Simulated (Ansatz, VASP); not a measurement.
# Zn: VASP beside Ansatz

```xyz
1
Lattice="0.0000 1.9648 1.9648 1.9648 0.0000 1.9648 1.9648 1.9648 0.0000" Properties=species:S:1:pos:R:3 pbc="T T T"
Zn    0.0000    0.0000    0.0000
```

Alike in both runs: functional r2SCAN0; dispersion D3(BJ); k mesh 7 × 7 × 7; occupations fermi-dirac, width 0.05 eV; no spin polarisation.

|  | VASP | Ansatz |
| --- | --- | --- |
| version | VASP 6.6.1 | Ansatz 0.2.0 |
| potentials or method | VASP PAW PBE potentials, release 64 (Zn) | SPMS NC |
| plane-wave cutoff (eV) | 440 | 816 |
| valence electrons in the cell | 12 | 20 |
| task | single point | density of states |

```tsv
	VASP	Ansatz	Ansatz less VASP
gap on the k mesh at the Fermi level (eV)	none	none	-
pressure (GPa)	-6.1	-6.1	+0.04
```

VASP's potentials were made for PBE, not for r2SCAN0. A gap of «none» marks a metal or a gap that the smearing closes. VASP's potentials hold 12 valence electrons a cell and Ansatz's 20, so a difference there can come from the potentials and not from the codes.

The k mesh is coarse, so the values compare programs but aren't converged. Noted on Ansatz's run: the meta-GGA runs on potentials made for a GGA.
